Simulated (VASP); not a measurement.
Here is a VASP 6.6.1 calculation.

Contents of INCAR:

```
SYSTEM = Sn
  PREC = Accurate
  ENCUT = 520
  EDIFF = 1E-7
  ISMEAR = -1
  SIGMA = 0.2
  LREAL = .False.
  LASPH = .True.
  NELM = 60
  ALGO = Normal
  ISIF = 2
  LWAVE = .False.
  LCHARG = .False.
  GGA = PE
  NBANDS = 21
```

File KPOINTS:

```
Automatic mesh
0
Gamma
  11 11 8
  0 0 0
```

POSCAR

```
Sn
1.0
   -2.9773321013      2.9790067394      1.6030901642
    2.9790067394     -2.9773321013      1.6030901642
    2.9770686044      2.9770686044     -1.6000204610
Sn
2
Direct
    0.0000231878      0.9999768122      0.0000000000
    0.7499768122      0.2500231878      0.5000000000
```

Potentials or basis: VASP PAW PBE potentials, release 64 (Sn_d).

Command:

```sh
$ cat potpaw_PBE.64/Sn_d/POTCAR > POTCAR
$ mpirun -np 1 vasp_std > vasp.out
```

Task: Estimate the band gap on the k mesh.

Result: Zero (bands 14 and 15 overlap by 3.51 eV).

Task: Estimate the pressure.

Result: 0.1 GPa.

Caveat: spin-orbit coupling is left out, which moves the levels of the heavy elements.
